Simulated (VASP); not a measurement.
# BaTiO3 (Pm-3m) in VASP: a series of runs

BaTiO3 is run at these levels: PBE, r2SCAN; tasks: single point.

Everything below comes from runs of VASP 6.6.1. Logs are shortened: lines on timing, memory, paths and dates and some standing lists are left out, and cuts for length are marked.

## Step 1: The cell of the first run

It takes space group Pm-3m (No. 221, cubic). Conventional cell: a = 3.994 Å, b = 3.994 Å, c = 3.994 Å, α = 90.00°, β = 90.00°, γ = 90.00°. Within 3.7 Å of Ba (site symmetry m-3m) lie 12 O at 2.82 Å and 8 Ti at 3.46 Å. Within 2.6 Å of Ti (site symmetry m-3m) lie 6 O at 2.00 Å. O (site symmetry 4/mmm) has 2 Ti at 2.00 Å within 2.6 Å.

## Step 2: Single point, PBE

The input, INCAR:

```
SYSTEM = BaTiO3
PREC     = Accurate       ! precision mode
ENCUT    = 520            ! plane-wave cutoff, eV
EDIFF    = 1E-6           ! SCF threshold, eV
ISMEAR   = 0              ! smearing method
SIGMA    = 0.01           ! smearing width, eV
LREAL    = .FALSE.        ! projectors in reciprocal space
LASPH    = .TRUE.         ! aspherical terms in the spheres
NELM     = 100            ! most SCF steps
ALGO     = Normal         ! electronic algorithm
ISIF     = 2              ! what is computed and relaxed
LWAVE    = .FALSE.        ! write WAVECAR
LCHARG   = .FALSE.        ! write CHGCAR
GGA      = PE             ! functional
NBANDS   = 28             ! bands
```

The input, KPOINTS:

```
Automatic mesh
0
G
  6 6 6
  0 0 0
```

The input, POSCAR:

```
BaTiO3
1.0
    3.9940959633      0.0000000000      0.0000000000
    0.0000000000      3.9940959633      0.0000000000
    0.0000000000      0.0000000000      3.9940959633
Ba Ti O
1 1 3
Direct
    0.5000000000      0.5000000000      0.5000000000
    0.0000000000      0.0000000000      0.0000000000
    0.5000000000      0.0000000000      0.0000000000
    0.0000000000      0.5000000000      0.0000000000
    0.0000000000      0.0000000000      0.5000000000
```

Potentials or basis: VASP PAW PBE potentials, release 64 (Ba_sv, Ti_sv, O).

On the command line:

```sh
$ cat potpaw_PBE.64/Ba_sv/POTCAR potpaw_PBE.64/Ti_sv/POTCAR potpaw_PBE.64/O/POTCAR > POTCAR
$ mpirun -np 1 vasp_std > vasp.out
```

OUTCAR:

```text
SYSTEM = BaTiO3
   PREC = Accurate
   ENCUT = 520
   EDIFF = 1E-6
   ISMEAR = 0
   LREAL = .FALSE.
   LASPH = .TRUE.
   NELM = 100
   ISIF = 2
   GGA = PE

 ion  position               nearest neighbor table
   1  0.500  0.500  0.500-   3 2.82   4 2.82   5 2.82   3 2.82   4 2.82   3 2.82   5 2.82   3 2.82
                             4 2.82   5 2.82   4 2.82   5 2.82   2 3.46   2 3.46   2 3.46   2 3.46
   2  0.000  0.000  0.000-   3 2.00   4 2.00   5 2.00   5 2.00   4 2.00   3 2.00   1 3.46   1 3.46
                             1 3.46   1 3.46   1 3.46   1 3.46   1 3.46   1 3.46
   3  0.500  0.000  0.000-   2 2.00   2 2.00   1 2.82   1 2.82   1 2.82   1 2.82
   4  0.000  0.500  0.000-   2 2.00   2 2.00   1 2.82   1 2.82   1 2.82   1 2.82
   5  0.000  0.000  0.500-   2 2.00   2 2.00   1 2.82   1 2.82   1 2.82   1 2.82

  LATTYP: Found a simple cubic cell.
 ALAT       =     3.9940959633

  Lattice vectors:

 A1 = (   3.9940959633,   0.0000000000,   0.0000000000)
 A2 = (   0.0000000000,   3.9940959633,   0.0000000000)
 A3 = (   0.0000000000,   0.0000000000,   3.9940959633)

Analysis of symmetry for initial positions (statically):
=====================================================================
 Subroutine PRICEL returns:
 Original cell was already a primitive cell.

 Routine SETGRP: Setting up the symmetry group for a
 simple cubic supercell.

 Subroutine GETGRP returns: Found 48 space group operations
 (whereof 48 operations were pure point group operations)
 out of a pool of 48 trial point group operations.

The static configuration has the point symmetry O_h .

Analysis of symmetry for dynamics (positions and initial velocities):
=====================================================================
 Subroutine PRICEL returns:
 Original cell was already a primitive cell.

 Routine SETGRP: Setting up the symmetry group for a
 simple cubic supercell.

 Subroutine GETGRP returns: Found 48 space group operations
 (whereof 48 operations were pure point group operations)
 out of a pool of 48 trial point group operations.

The dynamic configuration has the point symmetry O_h .

 Subroutine INISYM returns: Found 48 space group operations
 (whereof 48 operations are pure point group operations),
 and found     1 'primitive' translations

----------------------------------------------------------------------------------------

                                     Primitive cell

  volume of cell :      63.7170

  direct lattice vectors                    reciprocal lattice vectors
     3.994095963  0.000000000  0.000000000     0.250369548  0.000000000  0.000000000
     0.000000000  3.994095963  0.000000000     0.000000000  0.250369548  0.000000000
     0.000000000  0.000000000  3.994095963     0.000000000  0.000000000  0.250369548

  length of vectors
     3.994095963  3.994095963  3.994095963     0.250369548  0.250369548  0.250369548

  position of ions in fractional coordinates (direct lattice)
     0.500000000  0.500000000  0.500000000
     0.000000000  0.000000000  0.000000000
     0.500000000  0.000000000  0.000000000
     0.000000000  0.500000000  0.000000000
     0.000000000  0.000000000  0.500000000

  ion indices of the primitive-cell ions
   primitive index   ion index
                 1           1
                 2           2
                 3           3
                 4           4
                 5           5

----------------------------------------------------------------------------------------

 KPOINTS: Automatic mesh

Automatic generation of k-mesh.
 Grid dimensions read from file:
 generate k-points for:    6    6    6

 Generating k-lattice:

  Cartesian coordinates                     Fractional coordinates (reciprocal lattice)
     0.041728258  0.000000000  0.000000000     0.166666667  0.000000000  0.000000000
     0.000000000  0.041728258  0.000000000     0.000000000  0.166666667  0.000000000
     0.000000000  0.000000000  0.041728258     0.000000000  0.000000000  0.166666667

  Length of vectors
     0.041728258  0.041728258  0.041728258

  Shift w.r.t. Gamma in fractional coordinates (k-lattice)
     0.000000000  0.000000000  0.000000000

 Subroutine IBZKPT returns following result:
 ===========================================

 Found     20 irreducible k-points:

 Following reciprocal coordinates:
            Coordinates               Weight
  0.000000  0.000000  0.000000      1.000000
  0.166667  0.000000  0.000000      6.000000
  0.333333  0.000000  0.000000      6.000000
  0.500000  0.000000  0.000000      3.000000
  0.166667  0.166667  0.000000     12.000000
  0.333333  0.166667  0.000000     24.000000
[... 12 lines left out ...]
  0.500000  0.500000  0.333333      6.000000
  0.500000  0.500000  0.500000      1.000000
   k-points           NKPTS =     20   k-points in BZ     NKDIM =     20   number of bands    NBANDS=     28
   number of dos      NEDOS =    301   number of ions     NIONS =      5
   total plane-waves  NPLWV =  27000
   dimension x,y,z NGX =    30 NGY =   30 NGZ =   30
   dimension x,y,z NGXF=    60 NGYF=   60 NGZF=   60
   ions per type =               1   1   3
   NGX,Y,Z   is equivalent  to a cutoff of  12.49, 12.49, 12.49 a.u.
   NGXF,Y,Z  is equivalent  to a cutoff of  24.97, 24.97, 24.97 a.u.
 SYSTEM =  BaTiO3
   PREC   = accura    normal or accurate (medium, high low for compatibility)
   ISTART =      0    job   : 0-new  1-cont  2-samecut
   ICHARG =      2    charge: 1-file 2-atom 10-const
   ISPIN  =      1    spin polarized calculation?
   LNONCOLLINEAR =      F non collinear calculations
   LSORBIT =      F    spin-orbit coupling
   LASPH  =      T    aspherical Exc in radial PAW
   ENCUT  =  520.0 eV  38.22 Ry    6.18 a.u.   7.43  7.43  7.43*2*pi/ulx,y,z
   NELM   =    100;   NELMIN=  2; NELMDL= -5     # of ELM steps
   EDIFF  = 0.1E-05   stopping-criterion for ELM
   LREAL  =      F    real-space projection
   EDIFFG = 0.1E-04   stopping-criterion for IOM
   NSW    =      0    number of steps for IOM
   IBRION =     -1    ionic relax: 0-MD 1-quasi-New 2-CG
   NFREE  =      0    steps in history (QN), initial steepest desc. (CG)
   ISIF   =      2    stress and relaxation
   ISYM   =      2    0-nonsym 1-usesym 2-fastsym
   POTIM  = 0.5000    time-step for ionic-motion
   TEBEG  =    0.0;   TEEND  =   0.0 temperature during run
   PSTRESS=    0.0 pullay stress
   NELECT =      40.0000    total number of electrons
   NUPDOWN=      -1.0000    fix difference up-down
   EMIN   =  10.00;   EMAX   =-10.00  energy-range for DOS
   EFERMI =   0.00;   METHOD = LEGACY
   ISMEAR =     0;   SIGMA  =   0.01  broadening in eV -4-tet -1-fermi 0-gaus
   EFERMI_NEDOS =   21; number of points for ismear=-14 and -15
   IALGO  =     38    algorithm
   IMIX   =      4    mixing-type and parameters
     AMIX     =   0.40;   BMIX     =  1.00
     AMIX_MAG =   1.60;   BMIX_MAG =  1.00
  volume/ion in A,a.u.               =      12.74        86.00
  Fermi-wavevector in a.u.,A,eV,Ry     =   1.401769  2.648959 26.734839  1.964955
  Thomas-Fermi vector in A             =   2.524597
   LORBIT       =      0    0 simple, 1 ext, 2 COOP (PROOUT), +10 PAW based schemes
   GGA     = PE    functional components
   LHFCALC =     F    Hartree Fock is set to
   AEXX    =    0.0000 exact exchange contribution
   IVDW    =     0    specifies the selected vdW correction
   LEPSILON=     F    determine dielectric tensor
   LRPA    =     F    only Hartree local field effects (RPA)
 non-spin polarized calculation
 Gauss-broadening in eV      SIGMA  =   0.01
  energy-cutoff  :      520.00
  volume of cell :       63.72
 maximum number of plane-waves:      1743
 NGX is ok and might be reduce to    30
   NGX = 15   NGY = 15   NGZ = 15

 number of electron      39.9999976 magnetization

 Free energy of the ion-electron system (eV)
  ---------------------------------------------------
  ext. energy  EPLUGINS =         0.00000000
  ---------------------------------------------------
  free energy    TOTEN  =       -39.95441208 eV

  energy without entropy =      -39.95441208  energy(sigma->0) =      -39.95441208

 E-fermi :   4.0192     XC(G=0): -11.2935

 val. band max:        3.8831666418   @ k =   0.5000   0.5000   0.5000
 cond. band min:       5.6409702875   @ k =   0.0000   0.0000   0.0000
 fundamental gap:      1.7578036458
 Fermi energy:         4.0191612945

 k-point     1 :       0.0000    0.0000    0.0000
  band No.  band energies     occupation
      1     -52.7276      2.00000
      2     -28.9420      2.00000
      3     -28.9420      2.00000
      4     -28.9420      2.00000
      5     -20.9163      2.00000
      6     -13.0247      2.00000
[... 20 lines left out ...]
     27       8.9401      0.00000
     28      11.3359      0.00000

 k-point     2 :       0.1667    0.0000    0.0000
  band No.  band energies     occupation
      1     -52.7273      2.00000
      2     -28.9556      2.00000
      3     -28.9415      2.00000
      4     -28.9415      2.00000
      5     -20.8859      2.00000
      6     -13.0474      2.00000
[... 20 lines left out ...]
     27       9.4802      0.00000
     28      11.9933      0.00000

 k-point     3 :       0.3333    0.0000    0.0000
  band No.  band energies     occupation
      1     -52.7268      2.00000
      2     -28.9826      2.00000
      3     -28.9405      2.00000
      4     -28.9405      2.00000
      5     -20.8240      2.00000
      6     -13.1776      2.00000
[... 20 lines left out ...]
     27      10.7389      0.00000
     28      12.1960      0.00000

 k-point     4 :       0.5000    0.0000    0.0000
  band No.  band energies     occupation
      1     -52.7265      2.00000
      2     -28.9959      2.00000
      3     -28.9399      2.00000
      4     -28.9399      2.00000
      5     -20.7923      2.00000
      6     -13.2642      2.00000
[... 454 lines left out ...]
     27      11.6135      0.00000
     28      11.6722      0.00000

 k-point    19 :       0.5000    0.5000    0.3333
  band No.  band energies     occupation
      1     -52.7247      2.00000
      2     -28.9905      2.00000
      3     -28.9905      2.00000
      4     -28.9770      2.00000
      5     -20.6622      2.00000
      6     -12.2561      2.00000
[... 20 lines left out ...]
     27      11.2938      0.00000
     28      11.6222      0.00000

 k-point    20 :       0.5000    0.5000    0.5000
  band No.  band energies     occupation
      1     -52.7245      2.00000
      2     -28.9899      2.00000
      3     -28.9899      2.00000
      4     -28.9899      2.00000
      5     -20.6449      2.00000
      6     -12.1063      2.00000
[... 20 lines left out ...]
     27      11.6224      0.00000
     28      11.6224      0.00000

------------------------ aborting loop because EDIFF is reached ----------------------------------------

  FORCE on cell =-STRESS in cart. coord.  units (eV):
  Direction    XX          YY          ZZ          XY          YZ          ZX
  --------------------------------------------------------------------------------------
  -------------------------------------------------------------------------------------
  Total        1.9897694      1.9897694      1.9897694     -0.0000000      0.0000000     -0.0000000
  in kB       50.0331490     50.0331490     50.0331490     -0.0000000      0.0000000     -0.0000000
  external PRESSURE =      50.0331490 kB  Pullay stress =       0.0000000 kB

 VOLUME and BASIS-vectors are now :
 -----------------------------------------------------------------------------
  energy-cutoff  :      520.00
  volume of cell :       63.72
      direct lattice vectors                 reciprocal lattice vectors
     3.994095963  0.000000000  0.000000000     0.250369548  0.000000000  0.000000000
     0.000000000  3.994095963  0.000000000     0.000000000  0.250369548  0.000000000
     0.000000000  0.000000000  3.994095963     0.000000000  0.000000000  0.250369548

 POSITION                                       TOTAL-FORCE (eV/Angst)
 -----------------------------------------------------------------------------------
      1.99705      1.99705      1.99705         0.000000      0.000000      0.000000
      0.00000      0.00000      0.00000         0.000000      0.000000      0.000000
      1.99705      0.00000      0.00000         0.000000      0.000000      0.000000
      0.00000      1.99705      0.00000         0.000000      0.000000      0.000000
      0.00000      0.00000      1.99705         0.000000      0.000000      0.000000
 -----------------------------------------------------------------------------------
    total drift:                                0.000000     -0.000000      0.000000

  FREE ENERGIE OF THE ION-ELECTRON SYSTEM (eV)
  ---------------------------------------------------
  free  energy   TOTEN  =       -39.9544120756 eV

  energy  without entropy=      -39.9544120756  energy(sigma->0) =      -39.95441208
```

Wall time 30 s (1 thread of Intel Xeon Platinum 8488C (Sapphire Rapids), shared host); peak memory 0.19 GiB.

Results:

| Quantity | Value |
| --- | --- |
| Free energy | -39.9544 eV |
| Pressure | 5.0 GPa |
| Band gap on the k mesh | 1.76 eV, indirect (least direct gap 1.90 eV) |

Caveat: spin-orbit coupling is left out, which moves the levels of the heavy elements. A k mesh can miss the band edges.

## Step 3: Single point, PBE

The input, INCAR:

```
ALGO     = Normal         # electronic algorithm
EDIFF    = 1E-6           # SCF threshold, eV
ENCUT    = 520            # plane-wave cutoff, eV
GGA      = PE             # functional
ISIF     = 2              # what is computed and relaxed
ISMEAR   = 0              # smearing method
LASPH    = True           # aspherical terms in the spheres
LCHARG   = True           # write CHGCAR
LELF     = True           # ELF
LREAL    = False          # projectors in reciprocal space
LVHAR    = True         
LWAVE    = False          # write WAVECAR
NBANDS   = 28             # bands
NELM     = 80             # most SCF steps
PREC     = Accurate       # precision mode
SIGMA    = 0.01           # smearing width, eV
```

The input, KPOINTS:

```
k-points
0
Gamma
  6 6 6
```

POSCAR is that of step 2.

Potentials or basis: VASP PAW PBE potentials, release 64 (Ba_sv, Ti_sv, O).

On the command line:

```sh
$ cat potpaw_PBE.64/Ba_sv/POTCAR potpaw_PBE.64/Ti_sv/POTCAR potpaw_PBE.64/O/POTCAR > POTCAR
$ mpirun -np 1 vasp_std > vasp.out
```

It took 30 s on 1 thread of Intel Xeon Platinum 8488C (Sapphire Rapids), shared host; peak memory 0.19 GiB.

It converged, with:

| Item | Value |
| --- | --- |
| Free energy | -39.9544 eV |
| Pressure | 5.0 GPa |
| Band gap on the k mesh | 1.76 eV, indirect (least direct gap 1.90 eV) |

Levels at points of the mesh, in eV from the valence-band top:
```tsv
k point	band 16	band 17	band 18	band 19	band 20	band 21	band 22	band 23	band 24	band 25
(0.00, 0.00, 0.00)	-1.10	-1.10	-0.14	-0.14	-0.14	1.76	1.76	1.76	3.95	3.95
(0.50, 0.00, 0.00)	-1.94	-1.84	-1.84	-0.71	-0.71	1.92	3.52	3.52	3.95	5.99
(0.50, 0.50, 0.00)	-2.71	-1.72	-0.87	-0.87	-0.09	3.52	3.52	3.94	4.81	7.74
(0.50, 0.50, 0.50)	-2.40	-2.40	0.00	0.00	0.00	4.20	4.20	4.20	6.75	6.75
```

Caveat: spin-orbit coupling is left out, which moves the levels of the heavy elements. A k mesh can miss the band edges.

## Step 4: Single point, r2SCAN

POSCAR is that of step 3.

The input, INCAR.step1:

```
PREC     = Accurate       # precision mode
ENCUT    = 520            # plane-wave cutoff, eV
ISMEAR   = 0              # smearing method
SIGMA    = 0.01           # smearing width, eV
LREAL    = False          # projectors in reciprocal space
LASPH    = True           # aspherical terms in the spheres
NELM     = 100            # most SCF steps
NBANDS   = 28             # bands
GGA      = PE             # functional
ALGO     = Normal         # electronic algorithm
EDIFF    = 1E-4           # SCF threshold, eV
LWAVE    = True           # write WAVECAR
LCHARG   = False          # write CHGCAR
```

The input, INCAR.step2:

```
PREC     = Accurate       # precision mode
ENCUT    = 520            # plane-wave cutoff, eV
EDIFF    = 1E-6           # SCF threshold, eV
ISMEAR   = 0              # smearing method
SIGMA    = 0.01           # smearing width, eV
LREAL    = False          # projectors in reciprocal space
LASPH    = True           # aspherical terms in the spheres
NELM     = 100            # most SCF steps
ALGO     = Normal         # electronic algorithm
ISIF     = 2              # what is computed and relaxed
LWAVE    = False          # write WAVECAR
LCHARG   = False          # write CHGCAR
METAGGA  = R2SCAN         # meta-GGA
LMIXTAU  = True         
NBANDS   = 28             # bands
ISTART   = 1
```

The input, KPOINTS:

```
Automatic mesh
0
Gamma
  6 6 6
```

On the command line:

```sh
$ cat potpaw_PBE.64/Ba_sv/POTCAR potpaw_PBE.64/Ti_sv/POTCAR potpaw_PBE.64/O/POTCAR > POTCAR
$ cp INCAR.step1 INCAR
$ mpirun -np 1 vasp_std > vasp.out
$ cp INCAR.step2 INCAR
$ mpirun -np 1 vasp_std > vasp.out
```

It took 2.1 min on 1 thread of Intel Xeon Platinum 8488C (Sapphire Rapids), shared host; peak memory 0.19 GiB.

Results (log left out):

- Free energy: -74.2299 eV
- Pressure: 2.0 GPa
- Band gap on the k mesh: 2.15 eV, indirect (least direct gap 2.30 eV)

Levels at points of the mesh, in eV from the valence-band top:
| k point | band 16 | band 17 | band 18 | band 19 | band 20 | band 21 | band 22 | band 23 | band 24 | band 25 |
| --- | --- | --- | --- | --- | --- | --- | --- | --- | --- | --- |
| (0.00, 0.00, 0.00) | -1.13 | -1.13 | -0.15 | -0.15 | -0.15 | 2.15 | 2.15 | 2.15 | 4.21 | 4.21 |
| (0.50, 0.00, 0.00) | -1.94 | -1.83 | -1.83 | -0.75 | -0.75 | 2.30 | 3.88 | 3.88 | 4.22 | 6.37 |
| (0.50, 0.50, 0.00) | -2.71 | -1.78 | -0.88 | -0.88 | -0.09 | 3.89 | 3.89 | 4.34 | 5.14 | 8.16 |
| (0.50, 0.50, 0.50) | -2.42 | -2.42 | 0.00 | 0.00 | 0.00 | 4.58 | 4.58 | 4.58 | 7.44 | 7.44 |

Caveat: the PAW data sets were made with another functional, which shifts forces and pressure a little; spin-orbit coupling is left out, which moves the levels of the heavy elements. r2SCAN opens gaps a little over a GGA but as a rule still falls short of measured ones.
